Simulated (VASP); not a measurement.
Set up this calculation in VASP 6.6.1, as the native input.

- Task: single point
- Functional: r2SCAN
- Potentials or basis: VASP PAW PBE potentials, release 64 (Cl)
- Cutoff: 520 eV
- k mesh: 4 × 4 × 2
- Occupations: methfessel-paxton, width 0.01 eV
- Spin: no spin polarisation
- Dipole correction: no
- Further INCAR settings: ALGO = Normal; EDIFF = 1e-07; NBANDS = 22

Crystal: Cl.

```xyz
4
Lattice="3.8670 0.0000 0.0000 1.2487 3.6598 0.0000 0.0000 0.0000 8.2100" Properties=species:S:1:pos:R:3 pbc="T T T"
Cl    3.5266    0.4758    0.8210
Cl    2.8982    1.3541    4.9260
Cl    1.5890    3.1841    7.3890
Cl    2.2174    2.3057    3.2840
```

The input as run:

POSCAR

```
Cl
1.0
    3.8669790000      0.0000000000      0.0000000000
    1.2486554674      3.6598341643      0.0000000000
    0.0000000000      0.0000000000      8.2100000000
Cl
4
Direct
    0.8700000000      0.1300000000      0.1000000000
    0.6300000000      0.3700000000      0.6000000000
    0.1300000000      0.8700000000      0.9000000000
    0.3700000000      0.6300000000      0.4000000000
```

INCAR.step1

```
SYSTEM = Cl
PREC = Accurate
ENCUT = 520
ISMEAR = 1
SIGMA = 0.01
LREAL = .FALSE.
LASPH = .TRUE.
NELM = 100
NBANDS = 22
GGA = PE
ALGO = Normal
EDIFF = 1E-4
LWAVE = .TRUE.
LCHARG = .FALSE.
```

INCAR.step2

```
SYSTEM = Cl
PREC = Accurate
ENCUT = 520
EDIFF = 1E-7
ISMEAR = 1
SIGMA = 0.01
LREAL = .FALSE.
LASPH = .TRUE.
NELM = 100
ALGO = Normal
ISIF = 2
LWAVE = .FALSE.
LCHARG = .TRUE.
METAGGA = R2SCAN
LMIXTAU = .TRUE.
LELF = .TRUE.
LVHAR = .TRUE.
NBANDS = 22
ISTART = 1
```

KPOINTS

```
regular mesh
0
G
  4 4 2
  0 0 0
```

Potentials or basis: VASP PAW PBE potentials, release 64 (Cl).

Command:

```console
$ cat potpaw_PBE.64/Cl/POTCAR > POTCAR
$ cp INCAR.step1 INCAR
$ mpirun -np 1 vasp_std > vasp.out
$ cp INCAR.step2 INCAR
$ mpirun -np 1 vasp_std > vasp.out
```

Results of the run:

```
Pressure               : -1.1 GPa
Largest force          : 0.382 eV/Å
Band gap on the k mesh : 2.88 eV (least direct gap 2.95 eV)
```

Caveat: the k points lie up to 0.43 Å⁻¹ apart; the PAW data sets were made with another functional, which shifts forces and pressure a little.

It took 61 s on 1 thread of Intel(R) Xeon(R) 6975P-C (Granite Rapids), on a shared host, peak memory 0.23 GiB.
